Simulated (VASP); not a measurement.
Crystal: Co.

```
Co
1.0
     2.47200    0.00000    0.00000
    -1.23600    2.14081    0.00000
     0.00000    0.00000    4.02114
Co
2
Direct
  0.66667 0.33333 0.75000
  0.33333 0.66667 0.25000
```

Base run:

| Quantity | Value |
| --- | --- |
| Program | VASP 6.6.1 |
| Functional | BLYP |
| Potentials or basis | VASP PAW PBE potentials, release 64 (Co) |
| Cutoff | 520 eV |
| k mesh | 12 × 12 × 7 |
| Occupations | fermi-dirac, width 0.05 eV |
| Spin | collinear spin, ferromagnetic start |
| Starting moments | [2.0, 2.0] μB |

Its results: pressure 13.5 GPa; net moment 3.11 μB per cell; site moments Co +1.56 μB.

Question: The run is repeated on the same cell with these changes: dispersion from none to D4. What comes out?

Answer: Pressure 0.9 GPa; net moment 3.11 μB per cell; site moments Co +1.56 μB.

Dispersion adds attraction, which lowers the pressure at fixed volume and, as a term added to the energy, leaves the levels alone.

Caveats: the PAW data sets were made with another functional, which shifts forces and pressure a little; the cell stands under pressure (at least some runs).
